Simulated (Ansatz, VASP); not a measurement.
## One calculation of Sr, two programs

Contents of INCAR:

```
SYSTEM = Sr
PREC = Accurate
ENCUT = 520
EDIFF = 1E-6
ISMEAR = 0
SIGMA = 0.03
LREAL = .FALSE.
LASPH = .TRUE.
NELM = 60
ALGO = Fast
ISIF = 2
LWAVE = .FALSE.
LCHARG = .FALSE.
GGA = PS
NBANDS = 11
```

KPOINTS

```
regular mesh
0
G
  10 10 10
  0 0 0
```

POSCAR

```
Sr
1.0
   -1.2777069354      2.5554138708      2.5554138708
    2.5554138708     -1.2777069354      2.5554138708
    2.5554138708      2.5554138708     -1.2777069354
Sr
1
Direct
    0.0000000000      0.0000000000      0.0000000000
```

Input for Ansatz:

```yaml
crystal:
  lattice:
    - [-1.2777069354, 2.5554138708, 2.5554138708]
    - [2.5554138708, -1.2777069354, 2.5554138708]
    - [2.5554138708, 2.5554138708, -1.2777069354]
  atoms:
    - { symbol: Sr, position: [0.0, 0.0, 0.0] }
basis:
  ecutwfc: 420
kpoints:
  mp_grid: { grid: [10, 10, 10] }
hamiltonian:
  xc: pbesol
scf:
  occupations: { method: gaussian, width: 0.03 }
output:
  forces: true
  stress: true
  eigenvalues: true
```

Alike in both runs: task single point; functional PBEsol; k mesh 10 × 10 × 10; occupations gaussian, width 0.03 eV; no spin polarisation.

|  | VASP | Ansatz |
| --- | --- | --- |
| version | VASP 6.6.1 | Ansatz 0.2.0 |
| potentials or method | VASP PAW PBE potentials, release 64 (Sr_sv), cutoff 520 eV | scalar-relativistic, plane waves, PAW |
| valence electrons in the cell | 10 | 10 |

Ansatz gave:

| Property | Result |
| --- | --- |
| gap on the k mesh at the Fermi level (eV) | none |
| pressure (GPa) | -0.4 |

Task: What did VASP give for the same quantities?

Result: gap on the k mesh at the Fermi level (eV): none; pressure (GPa): -0.3.

VASP's potentials were made for PBE, not for PBEsol. A gap of «none» marks a metal or a gap that the smearing closes.
